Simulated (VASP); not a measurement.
Runs of VASP 6.6.1 on TiPbO3. The structure is that of space group P4mm (No. 99), or close to it. The cells are those of the table. 

```csv
cell,gap on the mesh (eV),pressure (GPa),largest force (eV/Å)
"a = 3.829, b = 3.829, c = 4.075 Å, 5 atoms",(b),16.7,1.33
"a = 3.934, b = 3.934, c = 4.186 Å, 5 atoms",1.78,(a),0.05
"a = 4.001, b = 4.001, c = 4.258 Å, 5 atoms",1.82,-6.6,0.71
"a = 3.792, b = 3.792, c = 4.036 Å, 5 atoms",1.62,23.7,1.86
"a = 3.864, b = 3.864, c = 4.113 Å, 5 atoms",1.72,(c),0.85
```

Alike in all rows: task single point; level PBE; potentials or basis VASP PAW PBE potentials, release 64 (Ti_sv, Pb_d, O); no spin polarisation; k mesh 6 × 6 × 6; cutoff (eV) 600; smearing gaussian 0.01 eV.

Q: Fill in the values left out.

A: (a) 0.9; (b) 1.67; (c) 10.7.

Caveats: spin-orbit coupling is left out, which moves the levels of the heavy elements; the cell stands under pressure (at least some runs); forces of over 1 eV/Å act on the atoms, so gaps and moduli don't describe the material at rest (at least some runs); the cell stands under tension (at least some runs).

A k mesh can miss the band edges, and the runs leave out spin-orbit coupling on Pb.
